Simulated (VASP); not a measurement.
H: single point with LDA

The system is H.

```
H
1.0
     2.64972   -2.59257    0.00000
     2.64972    2.59257    0.00000
     0.00000    0.00000    4.14182
H
4
Direct
  0.95330 0.04670 0.06851
  0.45330 0.54670 0.43149
  0.54670 0.45330 0.56851
  0.04670 0.95330 0.93149
```

This cell differs from its parent crystal: strain +0.0100 x Voigt [1, 1, 0, 0, 0, 0].

| Property | Result |
| --- | --- |
| Program | VASP 6.6.1 |
| Task | single point |
| Functional | LDA |
| Potentials or basis | VASP PAW LDA potentials, release 64 (H) |
| Cutoff | 520 eV |
| k mesh | 6 × 6 × 6 |
| Occupations | gaussian, width 0.05 eV |
| Spin | no spin polarisation |

The pressure is 0.4 GPa, the largest force is 0.806 eV/Å and the band gap on the k mesh is 8.69 eV (least direct gap 9.34 eV).

Forces in eV/Å, atoms in the order of the input:
```
H    0.000  0.523  0.613
H    0.000  0.523 -0.613
H    0.000 -0.523  0.613
H    0.000 -0.523 -0.613
```

Stress tensor (GPa, compression positive):
```
-0.68  0.00  0.00
 0.00  0.63  0.00
 0.00  0.00  1.25
```

Levels at points of the mesh, in eV from the valence-band top:
```tsv
k point	band 1	band 2	band 3	band 4	band 5	band 6	band 7
(0.00, 0.00, 0.00)	-1.89	0.00	10.99	12.08	12.63	14.56	14.80
(0.50, 0.00, 0.00)	-0.80	-0.80	10.27	10.27	13.45	13.45	16.61
(0.50, 0.50, 0.00)	-0.62	-0.45	9.00	9.75	13.83	14.76	14.99
(0.00, 0.00, 0.50)	-0.94	-0.94	9.97	9.97	15.07	15.07	16.65
(0.50, 0.00, 0.50)	-0.65	-0.65	8.69	8.69	15.21	15.21	16.51
(0.50, 0.50, 0.50)	-0.42	-0.42	10.49	10.49	11.92	11.92	12.07
```

Wall time 20 s on 1 thread of Intel Xeon 8259CL, on a shared host, peak memory 0.15 GiB.

Caveat: the cell differs from its parent crystal (strain +0.0100 x Voigt [1, 1, 0, 0, 0, 0]). A k mesh can miss the band edges.
